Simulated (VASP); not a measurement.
Input of a VASP 6.6.1 run:

File INCAR:

```
  PREC = Accurate
  ENCUT = 520
  EDIFF = 1E-7
  ISMEAR = -1
  SIGMA = 0.08
  LREAL = F
  LASPH = T
  NELM = 60
  ALGO = Normal
  ISIF = 2
  LWAVE = F
  LCHARG = T
  GGA = PE
  LELF = T
  LVHAR = T
  NBANDS = 7
```

KPOINTS

```
regular mesh
0
Gamma
  28 28 28
```

File POSCAR:

```
Be
1.0
   -0.9437366597      0.9437366597      0.9437366597
    0.9437366597     -0.9437366597      0.9437366597
    0.9437366597      0.9437366597     -0.9437366597
Be
1
Direct
    0.0000000000      0.0000000000      0.0000000000
```

Potentials or basis: VASP PAW PBE potentials, release 64 (Be).

Run with:

```sh
$ cat potpaw_PBE.64/Be/POTCAR > POTCAR
$ mpirun -np 1 vasp_std > vasp.out
```

Predict the pressure.

424.1 GPa.

What does it give for the band gap on the k mesh?

Zero (bands 1 and 2 overlap by 10.40 eV).

Caveat: the cell stands under pressure.
